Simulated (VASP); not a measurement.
Wanted: the native input for a VASP 6.6.1 run.

- Task: single point
- Functional: PBE
- Potentials or basis: VASP PAW PBE potentials, release 64 (B, As)
- Cutoff: 520 eV
- k mesh: 6 × 6 × 4
- Occupations: gaussian, width 0.1 eV
- Spin: no spin polarisation
- Dipole correction: no
- Further INCAR settings: ALGO = Normal; EDIFF = 1e-06; NBANDS = 18

The structure of B3As2 lies in POSCAR:

```
B3As2
1.0
    3.5245744200      0.0000000000      0.0000000000
    0.0000000000      3.5245744200      0.0000000000
    0.0000000000      0.0000000000      5.1912710800
B As
3 2
Direct
    0.5000000000      0.0000000000      0.9934612500
    0.0000000000      0.5000000000      0.9934612500
    0.0000000000      0.0000000000      0.2721384500
    0.0000000000      0.0000000000      0.7211286400
    0.5000000000      0.5000000000      0.2898103300
```

One way to write it, as run:

INCAR

```
ALGO = Normal
EDIFF = 1E-6
ENCUT = 520
GGA = PE
ISIF = 2
ISMEAR = 0
LASPH = True
LCHARG = False
LREAL = False
LWAVE = False
NBANDS = 18
NELM = 100
PREC = Accurate
SIGMA = 0.1
```

KPOINTS

```
k-points
0
Gamma
  6 6 4
```

Potentials or basis: VASP PAW PBE potentials, release 64 (B, As).

Launch:

```sh
$ cat potpaw_PBE.64/B/POTCAR potpaw_PBE.64/As/POTCAR > POTCAR
$ mpirun -np 1 vasp_std > vasp.out
```

It gave:

```yaml
Pressure: -1.9 GPa
Largest_force: 0.672 eV/Å
```

Run time: 33 s on 1 thread of Intel(R) Xeon(R) Platinum 8488C (Sapphire Rapids) (shared host), peak memory 0.19 GiB.
